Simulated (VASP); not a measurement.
Write the native input for VASP 6.6.1 that does the following.

```yaml
Task: single point
Functional: PBEsol
Potentials_or_basis: VASP PAW PBE potentials, release 64 (Ta_sv_GW, N)
Cutoff: 700 eV
k_mesh: 7 × 7 × 4
Occupations: gaussian, width 0.05 eV
Spin: collinear spin, zero start
Starting_moments: "[0.0, 0.0, 0.0, 0.0] μB"
Hubbard_terms: Ta d U = 4.0 eV
Dipole_correction: no
Further_INCAR_settings: ALGO = Normal; EDIFF = 1e-06; NBANDS = 30
```

The structure of TaN lies in POSCAR:

```
TaN
1.0
    3.0480018400      0.0000000000      0.0000000000
   -1.5240009200      2.6396470300      0.0000000000
    0.0000000000      0.0000000000      4.9179997800
Ta N
2 2
Direct
    0.0000000000      0.0000000000      0.0000000000
    0.0000000000      0.0000000000      0.5000000000
    0.3333333333      0.6666666667      0.2500000000
    0.6666666667      0.3333333333      0.7500000000
```

One way to write it, as run:

INCAR

```
  ALGO = Normal
  EDIFF = 1E-6
  ENCUT = 700
  GGA = PS
  GGA_COMPAT = F
  ISIF = 2
  ISMEAR = 0
  ISPIN = 2
  LASPH = T
  LCHARG = F
  LDAU = T
  LDAUJ = 0 0
  LDAUL = 2 -1
  LDAUPRINT = 1
  LDAUTYPE = 2
  LDAUU = 4 0
  LMAXMIX = 4
  LORBIT = 11
  LREAL = F
  LWAVE = F
  MAGMOM = 0 0 0 0
  NBANDS = 30
  NELM = 200
  PREC = Accurate
  SIGMA = 0.05
```

KPOINTS

```
k-points
0
Gamma
  7 7 4
```

Potentials or basis: VASP PAW PBE potentials, release 64 (Ta_sv_GW, N).

Launch:

```console
$ cat potpaw_PBE.64/Ta_sv_GW/POTCAR potpaw_PBE.64/N/POTCAR > POTCAR
$ mpirun -np 1 vasp_std > vasp.out
```

It gave:

```yaml
Pressure: 64.1 GPa
Band_gap_on_the_k_mesh: zero (filled and empty bands overlap)
Net_moment: 0.00 μB per cell
Valence_electrons_inside_the_program's_atomic_spheres: Ta 12.16; N 3.80
```

Caveat: the stress differs along the axes, from 33 to 125 GPa; the PAW data sets were made with another functional, which shifts forces and pressure a little; spin-orbit coupling is left out, which moves the levels of the heavy elements.

It took 110 s on 1 thread of Intel(R) Xeon(R) Platinum 8259CL CPU @ 2.50GHz (Skylake/Cascade Lake), with other jobs on the host, peak memory 0.25 GiB.
